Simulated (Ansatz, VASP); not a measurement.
**H in VASP and in Ansatz**

```
H
1.0
     1.56202   -2.67077    0.00000
     1.56202    2.67077    0.00000
     0.00000    0.00000    6.17076
H
4
Cartesian
  1.5620 -0.3915 6.1682
  1.5620 0.3915 0.0026
  1.5620 0.3915 3.0828
  1.5620 -0.3915 3.0880
```

Alike in both runs: task single point; functional PBE; k mesh 8 × 8 × 4; occupations gaussian, width 0.02 eV; no spin polarisation.

|  | VASP | Ansatz |
| --- | --- | --- |
| version | VASP 6.6.1 | Ansatz 0.2.0 |
| potentials or method | VASP PAW PBE potentials, release 64 (H), cutoff 500 eV | scalar-relativistic, plane waves, PAW |
| valence electrons in the cell | 4 | 4 |

Ansatz gave:

- gap on the k mesh at the Fermi level (eV): 7.51
- least direct gap on the mesh (eV): 7.54
- pressure (GPa): -1.2
- traceless stress, the component that is largest in VASP (GPa): -3.46
- rms of the force components (eV/Å): 0.605

Question: Which values does VASP return?

Answer: gap on the k mesh at the Fermi level (eV): 7.51; least direct gap on the mesh (eV): 7.54; pressure (GPa): -1.5; traceless stress, the component that is largest in VASP (GPa): -3.49; rms of the force components (eV/Å): 0.606.

Atom by atom the forces differ by 0.001 eV/Å (rms over components).
